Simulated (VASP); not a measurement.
## HfN: single point with r2SCAN

The system is HfN.

```
CELL_PARAMETERS angstrom
0.00000 2.26325 2.26325
2.26325 0.00000 2.26325
2.26325 2.26325 0.00000
ATOMIC_POSITIONS crystal
Hf 0.00000 0.00000 0.00000
N 0.50000 0.50000 0.50000
```

- Program: VASP 6.6.1
- Task: single point
- Functional: r2SCAN
- Potentials or basis: VASP PAW PBE potentials, release 64 (Hf_pv, N)
- Cutoff: 520 eV
- k mesh: 22 × 22 × 22
- Occupations: fermi-dirac, width 0.15 eV
- Spin: no spin polarisation
- Dipole correction: no
- Further INCAR settings: ALGO = Normal; EDIFF = 1e-07; NBANDS = 14

```yaml
Pressure: -2.7 GPa
Band_gap_on_the_k_mesh: zero (an odd number of electrons rules out a gap without spin polarisation)
```

Levels at points of the mesh, in eV from the Fermi level:
```tsv
k point	band 6	band 7	band 8	band 9	band 10	band 11
(0.00, 0.00, 0.00)	-3.42	-3.42	-0.33	-0.33	-0.33	2.00
(0.50, 0.00, 0.00)	-6.62	-6.62	3.36	3.75	3.75	4.58
(0.50, 0.50, 0.00)	-4.13	-4.13	-3.86	4.11	5.52	5.52
```

Run time: 5.4 min on 1 thread of Intel Xeon 8259CL (shared host), peak memory 0.24 GiB.

Caveat: the PAW data sets were made with another functional, which shifts forces and pressure a little; spin-orbit coupling is left out, which moves the levels of the heavy elements.
